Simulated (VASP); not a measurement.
# Y (P6/mmm) in VASP: a series of runs

Y is run at these levels: RPBE; tasks: single point.

All numbers are computed with VASP 6.6.1; they aren't measurements. Logs are shortened: lines on timing, memory, paths and dates and some standing lists are left out, and cuts for length are marked.

## Step 1: The cell of the first run

It takes space group P6/mmm (No. 191, hexagonal). The conventional cell has a = 5.572 Å, b = 5.572 Å, c = 3.477 Å, α = 90.00°, β = 90.00°, γ = 120.00°. Y (site symmetry 6/mmm) has 14 Y at 3.48 to 3.66 Å within 4.6 Å. Y (site symmetry -6m2) has 11 Y at 3.22 to 3.66 Å within 4.2 Å.

This isn't the form of Y at room conditions, which is hcp.

## Step 2: Single point, RPBE (31.16 Å³/atom)

INCAR reads:

```
SYSTEM = Y
  PREC = Accurate
  ENCUT = 520
  EDIFF = 1E-6
  ISMEAR = -1
  SIGMA = 0.1
  LREAL = .False.
  LASPH = .True.
  NELM = 60
  ALGO = Normal
  ISIF = 2
  LWAVE = .False.
  LCHARG = .True.
  GGA = RP
  LELF = .True.
  LVHAR = .True.
  NBANDS = 24
```

KPOINTS reads:

```
regular mesh
0
Gamma
  7 7 10
  0 0 0
```

POSCAR reads:

```
Y
1.0
    5.5717135043      0.0000000000      0.0000000000
   -2.7858567521      4.8252454374      0.0000000000
    0.0000000000      0.0000000000      3.4774432457
Y
3
Direct
    1.0000000000      0.0000000000      1.0000000000
    0.3333333333      0.6666666667      0.5000000000
    0.6666666667      0.3333333333      0.5000000000
```

Potentials or basis: VASP PAW PBE potentials, release 64 (Y_sv).

Launch:

```sh
cat potpaw_PBE.64/Y_sv/POTCAR > POTCAR
mpirun -np 1 vasp_std > vasp.out
```

OUTCAR:

```text
SYSTEM = Y
   PREC = Accurate
   ENCUT = 520
   EDIFF = 1E-6
   ISMEAR = -1
   LREAL = .False.
   LASPH = .True.
   NELM = 60
   ISIF = 2
   GGA = RP

 ion  position               nearest neighbor table
   1  0.000  0.000  0.000-   2 3.66   3 3.66   2 3.66   3 3.66   3 3.66   3 3.66   2 3.66   2 3.66
                             3 3.66   3 3.66   2 3.66   2 3.66
   2  0.333  0.667  0.500-   3 3.22   3 3.22   3 3.22   1 3.66   1 3.66   1 3.66   1 3.66   1 3.66
                             1 3.66
   3  0.667  0.333  0.500-   2 3.22   2 3.22   2 3.22   1 3.66   1 3.66   1 3.66   1 3.66   1 3.66
                             1 3.66

  LATTYP: Found a hexagonal cell.
 ALAT       =     5.5717135043
 C/A-ratio  =     0.6241245611

  Lattice vectors:

 A1 = (   5.5717135043,   0.0000000000,   0.0000000000)
 A2 = (  -2.7858567521,   4.8252454374,   0.0000000000)
 A3 = (   0.0000000000,   0.0000000000,   3.4774432457)

Analysis of symmetry for initial positions (statically):
=====================================================================
 Subroutine PRICEL returns:
 Original cell was already a primitive cell.

 Routine SETGRP: Setting up the symmetry group for a
 hexagonal supercell.

 Subroutine GETGRP returns: Found 24 space group operations
 (whereof 24 operations were pure point group operations)
 out of a pool of 24 trial point group operations.

The static configuration has the point symmetry D_6h.

Analysis of symmetry for dynamics (positions and initial velocities):
=====================================================================
 Subroutine PRICEL returns:
 Original cell was already a primitive cell.

 Routine SETGRP: Setting up the symmetry group for a
 hexagonal supercell.

 Subroutine GETGRP returns: Found 24 space group operations
 (whereof 24 operations were pure point group operations)
 out of a pool of 24 trial point group operations.

The dynamic configuration has the point symmetry D_6h.

 Subroutine INISYM returns: Found 24 space group operations
 (whereof 24 operations are pure point group operations),
 and found     1 'primitive' translations

----------------------------------------------------------------------------------------

                                     Primitive cell

  volume of cell :      93.4907

  direct lattice vectors                    reciprocal lattice vectors
     5.571713504  0.000000000  0.000000000     0.179478001  0.103621672  0.000000000
    -2.785856752  4.825245437  0.000000000     0.000000000  0.207243344  0.000000000
     0.000000000  0.000000000  3.477443246     0.000000000  0.000000000  0.287567598

[... 85 lines left out ...]
   EDIFF  = 0.1E-05   stopping-criterion for ELM
   LREAL  =      F    real-space projection
   EDIFFG = 0.1E-04   stopping-criterion for IOM
   NSW    =      0    number of steps for IOM
   IBRION =     -1    ionic relax: 0-MD 1-quasi-New 2-CG
   NFREE  =      0    steps in history (QN), initial steepest desc. (CG)
   ISIF   =      2    stress and relaxation
   ISYM   =      2    0-nonsym 1-usesym 2-fastsym
   POTIM  = 0.5000    time-step for ionic-motion
   TEBEG  =    0.0;   TEEND  =   0.0 temperature during run
   PSTRESS=    0.0 pullay stress
   NELECT =      33.0000    total number of electrons
   NUPDOWN=      -1.0000    fix difference up-down
   EMIN   =  10.00;   EMAX   =-10.00  energy-range for DOS
   EFERMI =   0.00;   METHOD = LEGACY
   ISMEAR =    -1;   SIGMA  =   0.10  broadening in eV -4-tet -1-fermi 0-gaus
   EFERMI_NEDOS =   21; number of points for ismear=-14 and -15
   IALGO  =     38    algorithm
   IMIX   =      4    mixing-type and parameters
     AMIX     =   0.40;   BMIX     =  1.00
     AMIX_MAG =   1.60;   BMIX_MAG =  1.00
  volume/ion in A,a.u.               =      31.16       210.30
  Fermi-wavevector in a.u.,A,eV,Ry     =   1.156973  2.186363 18.212590  1.338588
  Thomas-Fermi vector in A             =   2.293589
   LORBIT       =      0    0 simple, 1 ext, 2 COOP (PROOUT), +10 PAW based schemes
   GGA     = RP    functional components
   LHFCALC =     F    Hartree Fock is set to
   AEXX    =    0.0000 exact exchange contribution
   IVDW    =     0    specifies the selected vdW correction
   LEPSILON=     F    determine dielectric tensor
   LRPA    =     F    only Hartree local field effects (RPA)
 non-spin polarized calculation
  energy-cutoff  :      520.00
  volume of cell :       93.49
 maximum number of plane-waves:      2539
 NGX is ok and might be reduce to    42
   NGX = 21   NGY = 21   NGZ = 13

 number of electron      33.0000003 magnetization

 Free energy of the ion-electron system (eV)
  ---------------------------------------------------
  ext. energy  EPLUGINS =         0.00000000
  ---------------------------------------------------
  free energy    TOTEN  =       -18.15525306 eV

  energy without entropy =      -17.97387248  energy(sigma->0) =      -18.06456277

 E-fermi :   3.3083     XC(G=0):  -9.5358

 val. band max:        3.2938704397   @ k =   0.1429   0.0000   0.0000
 cond. band min:       3.3130373481   @ k =   0.1429   0.1429   0.3000
 fundamental gap:      0.0191669084
 Fermi energy:         3.3083063034

 k-point     1 :       0.0000    0.0000    0.0000
  band No.  band energies     occupation
      1     -39.3075      2.00000
      2     -39.1816      2.00000
      3     -39.1614      2.00000
      4     -19.5334      2.00000
      5     -19.5334      2.00000
      6     -19.2893      2.00000
[... 637 lines left out ...]
     23       5.6104      0.00000
     24       6.8210      0.00000

 [... further k-points ...]

------------------------ aborting loop because EDIFF is reached ----------------------------------------

  FORCE on cell =-STRESS in cart. coord.  units (eV):
  Direction    XX          YY          ZZ          XY          YZ          ZX
  --------------------------------------------------------------------------------------
  -------------------------------------------------------------------------------------
  Total        1.9969698      1.9969698      1.8745545      0.0000000      0.0000000      0.0000000
  in kB       34.2226663     34.2226663     32.1247989      0.0000000      0.0000000      0.0000000
  external PRESSURE =      33.5233771 kB  Pullay stress =       0.0000000 kB

 VOLUME and BASIS-vectors are now :
 -----------------------------------------------------------------------------
  energy-cutoff  :      520.00
  volume of cell :       93.49
      direct lattice vectors                 reciprocal lattice vectors
     5.571713504  0.000000000  0.000000000     0.179478001  0.103621672  0.000000000
    -2.785856752  4.825245437  0.000000000     0.000000000  0.207243344  0.000000000
     0.000000000  0.000000000  3.477443246     0.000000000  0.000000000  0.287567598

 POSITION                                       TOTAL-FORCE (eV/Angst)
 -----------------------------------------------------------------------------------
      0.00000      0.00000      0.00000        -0.000000      0.000000     -0.000000
     -0.00000      3.21683      1.73872        -0.000000     -0.000000     -0.000000
      2.78586      1.60842      1.73872         0.000000      0.000000      0.000000
 -----------------------------------------------------------------------------------
    total drift:                               -0.000000      0.000000     -0.000000

  FREE ENERGIE OF THE ION-ELECTRON SYSTEM (eV)
  ---------------------------------------------------
  free  energy   TOTEN  =       -18.1552530627 eV

  energy  without entropy=      -17.9738724765  energy(sigma->0) =      -18.06456277
```

stdout:

```text
POSCAR found type information on POSCAR Y
 POSCAR found :  1 types and       3 ions
 scaLAPACK will be used
 -----------------------------------------------------------------------------
|                                                                             |
|                                                                             |
|     You enforced a specific xc type in the INCAR file but a different       |
|     I HOPE YOU KNOW WHAT YOU ARE DOING!                                     |
|                                                                             |
 -----------------------------------------------------------------------------

 LDA part: xc-table for (Slater+PW92), standard interpolation
 POSCAR, INCAR and KPOINTS ok, starting setup
 FFT: planning ... GRIDC
 FFT: planning ... GRID_SOFT
 FFT: planning ... GRID
 WAVECAR not read
 entering main loop
```

Wall time 52 s (1 thread of Intel Xeon 6975P-C (Granite Rapids), shared host); peak memory 0.27 GiB.

What came out:

```yaml
Free_energy: -18.1553 eV
Pressure: 3.4 GPa
Band_gap_on_the_k_mesh: zero (an odd number of electrons rules out a gap without spin polarisation)
```

Stress tensor (GPa, compression positive):
```
3.42 0.00 0.00
0.00 3.42 0.00
0.00 0.00 3.21
```

Levels at points of the mesh, in eV from the Fermi level:
| k point | band 14 | band 15 | band 16 | band 17 | band 18 | band 19 | band 20 | band 21 |
| --- | --- | --- | --- | --- | --- | --- | --- | --- |
| (0.00, 0.00, 0.00) | -1.06 | 0.09 | 0.09 | 0.15 | 0.15 | 0.53 | 1.82 | 2.49 |
| (0.00, 0.00, 0.50) | -1.16 | -1.16 | -1.07 | -0.70 | -0.70 | 1.77 | 1.77 | 2.24 |

Caveat: the cell stands under pressure; the PAW data sets were made with another functional, which shifts forces and pressure a little.

[end of part 1 of 2]
